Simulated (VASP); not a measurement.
Set up this calculation in VASP 6.6.1, as the native input.

- Task: relaxation of shape and atoms at fixed volume
- Functional: LDA
- Potentials or basis: VASP PAW LDA potentials, release 64 (O)
- Cutoff: 600 eV
- k mesh: 19 × 19 × 11
- Occupations: fermi-dirac, width 0.1 eV
- Spin: no spin polarisation
- Dipole correction: no
- Further INCAR settings: ALGO = Normal; EDIFF = 1e-06; IBRION = 2; EDIFFG = -0.005; NSW = 50; ISIF = 4

The structure of O lies in POSCAR:

```
O
1.0
    2.2675907112      0.0000000000      0.0000000000
   -1.1337953556      1.9637911613      0.0000000000
    0.0000000000      0.0000000000      2.2634783308
O
2
Direct
    0.3333333333      0.6666666667      0.2500000000
    0.6666666667      0.3333333333      0.7500000000
```

One way to write it, as run:

INCAR

```
ALGO = Normal
EDIFF = 1E-6
EDIFFG = -0.005
ENCUT = 600
GGA = CA
IBRION = 2
ISIF = 4
ISMEAR = -1
LASPH = True
LCHARG = False
LREAL = False
LWAVE = False
NELM = 80
NSW = 50
PREC = Accurate
SIGMA = 0.1
```

KPOINTS

```
k-points
0
Gamma
  19 19 11
```

Potentials or basis: VASP PAW LDA potentials, release 64 (O).

Run with:

```console
$ cat potpaw_LDA.64/O/POTCAR > POTCAR
$ mpirun -np 1 vasp_std > vasp.out
```

It gave:

| Item | Value |
| --- | --- |
| Energy gained by relaxing | 90.9 meV/atom |
| Ionic steps | 3 |
| Pressure after relaxing | 165.7 GPa |
| Band gap on the k mesh | zero (bands 6 and 7 overlap by 3.09 eV) |

Run time: 14 s on 1 thread of Intel(R) Xeon(R) 6975P-C (Granite Rapids), on a shared host, peak memory 0.13 GiB.
